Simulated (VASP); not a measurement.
Write the native input for VASP 6.6.1 that does the following.

```
Task                   : single point
Functional             : PBE
Potentials or basis    : VASP PAW PBE potentials, release 64 (K_sv, Nd_3, Sb), 4f in core
Cutoff                 : 500 eV
k mesh                 : 6 × 6 × 4
Occupations            : gaussian, width 0.02 eV
Spin                   : no spin polarisation
Dipole correction      : no
Further INCAR settings : ALGO = Normal; EDIFF = 1e-06; NBANDS = 32
```

The structure of KNd2Sb3 lies in POSCAR:

```
KNd2Sb3
1.0
    4.8937485249      0.0000000000      0.0000000000
   -2.4468742625      4.2381105423      0.0000000000
    0.0000000000      0.0000000000     11.2469748268
K Nd Sb
1 2 3
Direct
    0.6666666667      0.3333333333      0.0000000000
    0.3333333333      0.6666666667      0.3337040784
    0.3333333333      0.6666666667      0.6662959216
    0.0000000000      0.0000000000      0.5000000000
    0.0000000000      0.0000000000      0.7862839800
    0.0000000000      0.0000000000      0.2137160200
```

These files were run (other wordings do the same):

INCAR

```
SYSTEM = KNd2Sb3
PREC = Accurate ; ENCUT = 500
EDIFF = 1E-6 ; ISMEAR = 0
SIGMA = 0.02 ; LREAL = .False.
LASPH = .True. ; NELM = 200
ALGO = Normal ; ISIF = 2
LWAVE = .False. ; LCHARG = .False.
GGA = PE ; NBANDS = 32
GGA_COMPAT = .False. ; LMAXMIX = 6
```

KPOINTS

```
regular mesh
0
Gamma
  6 6 4
  0 0 0
```

Potentials or basis: VASP PAW PBE potentials, release 64 (K_sv, Nd_3, Sb), 4f in core.

Run with:

```console
$ cat potpaw_PBE.64/K_sv/POTCAR potpaw_PBE.64/Nd_3/POTCAR potpaw_PBE.64/Sb/POTCAR > POTCAR
$ mpirun -np 1 vasp_std > vasp.out
```

It gave:

```
Pressure               : -0.6 GPa
Largest force          : 0.023 eV/Å
Band gap on the k mesh : 0.85 eV (least direct gap 1.18 eV)
```

Caveat: spin-orbit coupling is left out, which moves the levels of the heavy elements; the 4f electrons are frozen in the core, so they carry no moment and show no levels.

Wall time 110 s on 1 thread of Intel(R) Xeon(R) Platinum 8488C (Sapphire Rapids), with other jobs on the host, peak memory 0.41 GiB.
